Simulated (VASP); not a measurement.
# H in VASP: settings compared, part 2 of 2

VASP 6.6.1. The steps go on from the part before.

**3. Single point, r2SCAN+rVV10, collinear spin**

Input file POSCAR:

```
H
1.0
   10.5000000000      0.0000000000      0.0000000000
    0.0000000000     11.0000000000      0.0000000000
    0.0000000000      0.0000000000     11.5000000000
H
1
Direct
    0.5000000000      0.5045454500      0.5000000000
```

Input file INCAR.step1:

```
SYSTEM = H
ALGO = Normal
EDIFF = 1E-5
ENCUT = 440
GGA = PE
GGA_COMPAT = .False.
ISMEAR = 0
ISPIN = 2
LASPH = .True.
LCHARG = .False.
LREAL = .False.
LWAVE = .True.
MAGMOM = 1.1
NBANDS = 10
NELM = 200
NELMDL = -8
PREC = Accurate
SIGMA = 0.005
```

Input file INCAR.step2:

```
SYSTEM = H
ALGO = Normal
BPARAM = 11.95
CPARAM = 0.0093
EDIFF = 1E-6
ENCUT = 440
GGA_COMPAT = .False.
ISIF = 2
ISMEAR = 0
ISPIN = 2
ISTART = 1
IVDW_NL = 2
LASPH = .True.
LCHARG = .False.
LMIXTAU = .True.
LORBIT = 11
LREAL = .False.
LUSE_VDW = .True.
LWAVE = .False.
MAGMOM = 1.1
METAGGA = R2SCAN
NBANDS = 10
NELM = 200
PREC = Accurate
SIGMA = 0.005
```

Input file KPOINTS:

```
k-points
0
Gamma
  1 1 1
  0 0 0
```

Potentials or basis: VASP PAW PBE potentials, release 64 (H).

The run is started by

```bash
$ cat potpaw_PBE.64/H/POTCAR > POTCAR
$ cp INCAR.step1 INCAR
$ mpirun -np 1 vasp_gam > vasp.out
$ cp INCAR.step2 INCAR
$ mpirun -np 1 vasp_gam > vasp.out
```

OUTCAR:

```text
SYSTEM = H
   BPARAM = 11.95
   EDIFF = 1E-6
   ENCUT = 440
   ISIF = 2
   ISMEAR = 0
   ISPIN = 2
   ISTART = 1
   IVDW_NL = 2
   LASPH = .True.
   LORBIT = 11
   LREAL = .False.
   METAGGA = R2SCAN
   NELM = 200
   PREC = Accurate

 ion  position               nearest neighbor table
   1  0.500  0.505  0.500-

  LATTYP: Found a simple orthorhombic cell.
 ALAT       =    10.5000000000
 B/A-ratio  =     1.0476190476
 C/A-ratio  =     1.0952380952

  Lattice vectors:

 A1 = (  10.5000000000,   0.0000000000,   0.0000000000)
 A2 = (   0.0000000000,  11.0000000000,   0.0000000000)
 A3 = (   0.0000000000,   0.0000000000,  11.5000000000)

Analysis of symmetry for initial positions (statically):
=====================================================================
 Subroutine PRICEL returns:
 Original cell was already a primitive cell.

 Routine SETGRP: Setting up the symmetry group for a
 simple orthorhombic supercell.

 Subroutine GETGRP returns: Found  8 space group operations
 (whereof  4 operations were pure point group operations)
 out of a pool of  8 trial point group operations.

The static configuration has the point symmetry C_2v.
 The point group associated with its full space group is D_2h.

Analysis of symmetry for dynamics (positions and initial velocities):
=====================================================================
 Subroutine PRICEL returns:
 Original cell was already a primitive cell.

 Routine SETGRP: Setting up the symmetry group for a
 simple orthorhombic supercell.

 Subroutine GETGRP returns: Found  8 space group operations
 (whereof  4 operations were pure point group operations)
 out of a pool of  8 trial point group operations.

The dynamic configuration has the point symmetry C_2v.
 The point group associated with its full space group is D_2h.

[... 116 lines left out ...]
   BPARAM     =11.9500
   IVDW    =     0    specifies the selected vdW correction
   LEPSILON=     F    determine dielectric tensor
   LRPA    =     F    only Hartree local field effects (RPA)
 spin polarized calculation
 Gauss-broadening in eV      SIGMA  =   0.01
  energy-cutoff  :      440.00
  volume of cell :     1328.25
 maximum number of plane-waves:     13907
 NGX is ok and might be reduce to    70
   NGX = 35   NGY = 37   NGZ = 39

 number of electron       1.0000001 magnetization       1.0000001

 Free energy of the ion-electron system (eV)
  ---------------------------------------------------
  ext. energy  EPLUGINS =         0.00000000
  ---------------------------------------------------
  free energy    TOTEN  =        -1.07586733 eV

  energy without entropy =       -1.07586733  energy(sigma->0) =       -1.07586733

 E-fermi :  -7.9378     XC(G=0):  -0.1447

 val. band max:       -7.9606277141   @ k =   0.0000   0.0000   0.0000
 cond. band min:      -1.7335774909   @ k =   0.0000   0.0000   0.0000
 fundamental gap:      6.2270502232
 Fermi energy:        -7.9378466334

 spin component 1

 k-point     1 :       0.0000    0.0000    0.0000
  band No.  band energies     occupation
      1      -7.9606      1.00000
      2       0.0776      0.00000
      3       1.0581      0.00000
      4       1.1519      0.00000
      5       1.2060      0.00000
      6       1.2579      0.00000
      7       1.3241      0.00000
      8       1.5078      0.00000
      9       2.1485      0.00000
     10       2.1643      0.00000
 Fermi energy:        -7.9378466334

 spin component 2

 k-point     1 :       0.0000    0.0000    0.0000
  band No.  band energies     occupation
      1      -1.7336      0.00000
      2       0.1524      0.00000
      3       0.8125      0.00000
      4       0.8814      0.00000
      5       0.9712      0.00000
      6       1.1521      0.00000
      7       1.2625      0.00000
      8       1.5563      0.00000
      9       1.9592      0.00000
     10       1.9854      0.00000

------------------------ aborting loop because EDIFF is reached ----------------------------------------

  FORCE on cell =-STRESS in cart. coord.  units (eV):
  Direction    XX          YY          ZZ          XY          YZ          ZX
  --------------------------------------------------------------------------------------
  -------------------------------------------------------------------------------------
  Total       -0.0279669     -0.0275537     -0.0275318      0.0000000      0.0000000      0.0000000
  in kB       -0.0337346     -0.0332362     -0.0332098      0.0000000      0.0000000      0.0000000
  external PRESSURE =      -0.0333935 kB  Pullay stress =       0.0000000 kB

 VOLUME and BASIS-vectors are now :
 -----------------------------------------------------------------------------
  energy-cutoff  :      440.00
  volume of cell :     1328.25
      direct lattice vectors                 reciprocal lattice vectors
    10.500000000  0.000000000  0.000000000     0.095238095  0.000000000  0.000000000
     0.000000000 11.000000000  0.000000000     0.000000000  0.090909091  0.000000000
     0.000000000  0.000000000 11.500000000     0.000000000  0.000000000  0.086956522

 POSITION                                       TOTAL-FORCE (eV/Angst)
 -----------------------------------------------------------------------------------
      5.25000      5.55000      5.75000         0.000000      0.000000      0.000000
 -----------------------------------------------------------------------------------
    total drift:                                0.000000      0.000005     -0.000000

  FREE ENERGIE OF THE ION-ELECTRON SYSTEM (eV)
  ---------------------------------------------------
  free  energy   TOTEN  =        -1.0758673252 eV

  energy  without entropy=       -1.0758673252  energy(sigma->0) =       -1.07586733

 total charge

# of ion       s       p       d       tot
------------------------------------------
    1        0.384   0.000   0.000   0.384

 magnetization (x)

# of ion       s       p       d       tot
------------------------------------------
    1        0.384   0.000   0.000   0.384
```

OUTCAR.step1:

```text
SYSTEM = H
   EDIFF = 1E-5
   ENCUT = 440
   GGA = PE
   ISMEAR = 0
   ISPIN = 2
[... 242 lines left out ...]

 POSITION                                       TOTAL-FORCE (eV/Angst)
 -----------------------------------------------------------------------------------
      5.25000      5.55000      5.75000         0.000000      0.000000      0.000000
 -----------------------------------------------------------------------------------
    total drift:                                0.000000      0.000004     -0.000000

  FREE ENERGIE OF THE ION-ELECTRON SYSTEM (eV)
  ---------------------------------------------------
  free  energy   TOTEN  =        -1.1152703308 eV

  energy  without entropy=       -1.1152703308  energy(sigma->0) =       -1.11527033
```

OSZICAR.step1:

```text
N       E                     dE             d eps       ncg     rms          rms(c)
DAV:   1     0.321389213066E+01    0.32139E+01   -0.87587E+01    40   0.244E+01
DAV:   2     0.602224841351E+00   -0.26117E+01   -0.26104E+01    72   0.842E+00
DAV:   3     0.563951845053E+00   -0.38273E-01   -0.38272E-01    46   0.210E+00
DAV:   4     0.563805348497E+00   -0.14650E-03   -0.14650E-03    62   0.107E-01
DAV:   5     0.563804568985E+00   -0.77951E-06   -0.77960E-06    64   0.745E-03
DAV:   6     0.563804564507E+00   -0.44784E-08   -0.44497E-08    52   0.625E-04
DAV:   7     0.563804564089E+00   -0.41805E-09   -0.45670E-09    56   0.214E-04
DAV:   8     0.563804564020E+00   -0.68628E-10   -0.74430E-10    54   0.883E-05    0.497E-01
DAV:   9    -0.340312914611E+00   -0.90412E+00   -0.40978E-04    40   0.588E-02    0.293E-01
DAV:  10    -0.720494827915E+00   -0.38018E+00   -0.27216E-03    56   0.708E-02    0.120E-01
DAV:  11    -0.106194127732E+01   -0.34145E+00   -0.39680E-04    52   0.571E-02    0.265E-02
DAV:  12    -0.107977814185E+01   -0.17837E-01   -0.18942E-04    40   0.331E-02    0.140E-02
DAV:  13    -0.109089619258E+01   -0.11118E-01   -0.17710E-05    44   0.102E-02    0.804E-03
DAV:  14    -0.110419627079E+01   -0.13300E-01   -0.15043E-05    40   0.592E-03    0.384E-03
DAV:  15    -0.111349238417E+01   -0.92961E-02   -0.21981E-05    40   0.610E-03    0.277E-03
DAV:  16    -0.111424998129E+01   -0.75760E-03   -0.49696E-06    40   0.292E-03    0.179E-03
DAV:  17    -0.111526545033E+01   -0.10155E-02   -0.26844E-06    52   0.239E-03    0.124E-03
DAV:  18    -0.111527033079E+01   -0.48805E-05   -0.13806E-06    40   0.160E-03
   1 F= -.11152703E+01 E0= -.11152703E+01  d E =-.154444E-53  mag=     1.0001
```

Wall time 15 min (1 thread of Intel Xeon 6975P-C (Granite Rapids), shared host); peak memory 3 GiB.

Results:

```
Free energy                                           : -1.0759 eV
Gap between the frontier levels                       : 6.23 eV
Net moment                                            : 1.00 μB per cell
Site moments                                          : H +0.38 μB
Valence electrons inside the program's atomic spheres : H 0.38
```

Caveat: the PAW data sets were made with another functional, which shifts forces and pressure a little.

**4. Single point, r2SCAN, collinear spin**

POSCAR is that of step 3.

Input file INCAR.step1:

```
  PREC = Accurate
  ENCUT = 440
  ISMEAR = 0
  SIGMA = 0.005
  LREAL = False
  LASPH = True
  NELM = 200
  ISPIN = 2
  MAGMOM = 1.1
  NBANDS = 10
  GGA = PE
  ALGO = Normal
  EDIFF = 1E-5
  LWAVE = True
  LCHARG = False
  GGA_COMPAT = False
  NELMDL = -8
```

Input file INCAR.step2:

```
  PREC = Accurate
  ENCUT = 440
  EDIFF = 1E-6
  ISMEAR = 0
  SIGMA = 0.005
  LREAL = False
  LASPH = True
  NELM = 200
  ALGO = Normal
  ISIF = 2
  LWAVE = False
  LCHARG = False
  ISPIN = 2
  MAGMOM = 1.1
  LORBIT = 11
  METAGGA = R2SCAN
  LMIXTAU = True
  NBANDS = 10
  ISTART = 1
  GGA_COMPAT = False
```

Input file KPOINTS:

```
regular mesh
0
Gamma
  1 1 1
```

The run is started by

```bash
$ cat potpaw_PBE.64/H/POTCAR > POTCAR
$ cp INCAR.step1 INCAR
$ mpirun -np 1 vasp_gam > vasp.out
$ cp INCAR.step2 INCAR
$ mpirun -np 1 vasp_gam > vasp.out
```

It took 3.5 min on 1 thread of Intel Xeon 6975P-C (Granite Rapids), shared host; peak memory 1.4 GiB.

The run converged. Its results:

```
Free energy                                           : -1.1212 eV
Gap between the frontier levels                       : 6.29 eV
Net moment                                            : 1.00 μB per cell
Site moments                                          : H +0.38 μB
Valence electrons inside the program's atomic spheres : H 0.38
```

Levels at points of the mesh, in eV from the valence-band top:
Spin up:
| k point | band 1 | band 2 | band 3 | band 4 | band 5 |
| --- | --- | --- | --- | --- | --- |
| (0.00, 0.00, 0.00) | 0.00 | 8.04 | 9.02 | 9.11 | 9.16 |
Spin down:
```csv
k point,band 1,band 2,band 3
"(0.00, 0.00, 0.00)",6.29,8.12,8.77
```

Caveat: the PAW data sets were made with another functional, which shifts forces and pressure a little.

**5. Single point, HSE06+D3(BJ), collinear spin**

POSCAR is that of step 4.

Input file INCAR.step1:

```
  PREC = Accurate
  ENCUT = 400
  EDIFF = 1E-5
  ISMEAR = 0
  SIGMA = 0.005
  LREAL = F
  LASPH = T
  NELM = 200
  ALGO = Normal
  ISIF = 2
  LWAVE = T
  ISPIN = 2
  MAGMOM = 1.1
  LORBIT = 11
  NBANDS = 10
  GGA = PE
  GGA_COMPAT = F
  NELMDL = -8
```

Input file INCAR.step2:

```
  PREC = Accurate
  ENCUT = 400
  EDIFF = 1E-6
  ISMEAR = 0
  SIGMA = 0.005
  LREAL = F
  LASPH = T
  NELM = 200
  ALGO = Normal
  ISIF = 2
  LWAVE = F
  LCHARG = T
  ISPIN = 2
  MAGMOM = 1.1
  LORBIT = 11
  GGA = PE
  LHFCALC = T
  HFSCREEN = 0.2079
  PRECFOCK = Normal
  IVDW = 12
  VDW_S6 = 1.0
  VDW_S8 = 2.31
  VDW_A1 = 0.383
  VDW_A2 = 5.685
  LELF = T
  LVHAR = T
  NBANDS = 10
  ISTART = 1
  GGA_COMPAT = F
```

Input file KPOINTS:

```
Automatic mesh
0
Gamma
  1 1 1
```

The run is started by

```bash
$ cat potpaw_PBE.64/H/POTCAR > POTCAR
$ cp INCAR.step1 INCAR
$ mpirun -np 1 vasp_gam > vasp.out
$ cp INCAR.step2 INCAR
$ mpirun -np 1 vasp_gam > vasp.out
```

Run time: 6.1 min. Hardware: 1 thread of Intel Xeon 6975P-C (Granite Rapids), shared host; peak memory 1.1 GiB.

Results (log left out):

| Item | Value |
| --- | --- |
| Free energy | -1.6434 eV |
| Gap between the frontier levels | 8.52 eV |
| Net moment | 1.00 μB per cell |
| Site moments | H +0.38 μB |
| Valence electrons inside the program's atomic spheres | H 0.38 |
| Dispersion energy per atom | 0.000 eV |

Levels at points of the mesh, in eV from the valence-band top:
Spin up:
| k point | band 1 | band 2 | band 3 | band 4 | band 5 |
| --- | --- | --- | --- | --- | --- |
| (0.00, 0.00, 0.00) | 0.00 | 8.52 | 9.35 | 9.42 | 9.50 |
Spin down:
```csv
k point,band 1,band 2,band 3,band 4,band 5
"(0.00, 0.00, 0.00)",8.73,9.84,9.86,9.95,9.98
```

Caveat: the PAW data sets were made with another functional, which shifts forces and pressure a little.

**6. Summary**

| level | cutoff (eV) | grid for exact exchange (PRECFOCK) | share of exact exchange | screening parameter | gap on the mesh (eV) | moment (μB) |
| --- | --- | --- | --- | --- | --- | --- |
| PBE+D4 | 400 | - | - | - | 7.36 | 1.00 |
| r2SCAN+rVV10 | 440 | - | - | - | 6.23 | 1.00 |
| r2SCAN | 440 | - | - | - | 6.29 | 1.00 |
| HSE06+D3(BJ) | 400 | Normal | 0.25 | 0.2079 1/Å | 8.52 | 1.00 |

Alike in all rows: task single point; potentials or basis VASP PAW PBE potentials, release 64 (H); spin collinear; cell as given; k mesh 1 × 1 × 1; smearing gaussian 0.005 eV.

On the cell as given the gap runs from 6.23 eV (r2SCAN+rVV10) to 8.52 eV (HSE06+D3(BJ)).

Caveats: the PAW data sets were made with another functional, which shifts forces and pressure a little (at least some runs).

Absolute energies hang on the potentials; compare differences alone.
